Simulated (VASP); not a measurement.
Input of a VASP 6.6.1 run:

The input INCAR:

```
SYSTEM = LaZn
PREC = Accurate
ENCUT = 520
EDIFF = 1E-8
ISMEAR = -1
SIGMA = 0.05
LREAL = .False.
LASPH = .True.
NELM = 80
ALGO = Normal
ISIF = 2
LWAVE = .False.
LCHARG = .False.
GGA = CA
LEFG = .True.
NBANDS = 18
```

File KPOINTS:

```
regular mesh
0
Gamma
  9 9 9
  0 0 0
```

Contents of POSCAR:

```
LaZn
1.0
    3.7500000000     -0.0187500000     -0.0187500000
   -0.0187500000      3.7500000000     -0.0187500000
   -0.0187500000     -0.0187500000      3.7500000000
La Zn
1 1
Direct
    0.5000000000      0.5000000000      0.5000000000
    0.0000000000      0.0000000000      0.0000000000
```

Potentials or basis: VASP PAW LDA potentials, release 64 (La, Zn).

Launch:

```console
$ cat potpaw_LDA.64/La/POTCAR potpaw_LDA.64/Zn/POTCAR > POTCAR
$ mpirun -np 1 vasp_std > vasp.out
```

(1) Predict the pressure.

## Answers

(1) -4.0 GPa.

Caveat: the cell differs from its parent crystal (equal xy, yz and zx shear strains of -1 %); without QUAD_EFG the Cq values of the log hold for a quadrupole moment of 1 mb, not for the nuclei.
